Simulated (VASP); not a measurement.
Input of a VASP 6.6.1 run:

File INCAR:

```
SYSTEM = Zr
PREC     = Accurate       ! precision mode
ENCUT    = 500            ! plane-wave cutoff, eV
EDIFF    = 1E-7           ! SCF threshold, eV
ISMEAR   = -1             ! smearing method
SIGMA    = 0.1            ! smearing width, eV
LREAL    = .FALSE.        ! projectors in reciprocal space
LASPH    = .TRUE.         ! aspherical terms in the spheres
NELM     = 120            ! most SCF steps
ALGO     = Normal         ! electronic algorithm
ISIF     = 4              ! what is computed and relaxed
LWAVE    = .FALSE.        ! write WAVECAR
LCHARG   = .FALSE.        ! write CHGCAR
GGA      = PE             ! functional
IBRION   = 2              ! ionic algorithm
NSW      = 50             ! ionic steps
EDIFFG   = -0.005         ! ionic threshold
GGA_COMPAT= .FALSE.      
NELMIN   = 4
```

Contents of KPOINTS:

```
Automatic mesh
0
G
  14 14 14
  0 0 0
```

The input POSCAR:

```
Zr
1.0
   -2.4654375080      2.4654375080      1.3591736710
    2.4654375080     -2.4654375080      1.3591736710
    2.4654375080      2.4654375080     -1.3591736710
Zr
2
Direct
   -0.3750000000     -0.1250000000     -0.2500000000
    0.3750000000      0.1250000000      0.2500000000
```

Potentials or basis: VASP PAW PBE potentials, release 64 (Zr_sv).

The run is started by

```sh
$ cat potpaw_PBE.64/Zr_sv/POTCAR > POTCAR
$ mpirun -np 1 vasp_std > vasp.out
```

Task: What does it give for the band gap on the k mesh?

Result: Zero (bands 12 and 13 overlap by 1.90 eV).

The path:
```tsv
step	energy change (eV)	largest force (eV/Å)	pressure (GPa)	volume (Å³)
1	0.0000	0.0000	53.75	33.05
2	-0.0009	0.0000	53.73	33.05
3	-0.0010	0.0000	53.73	33.05
```
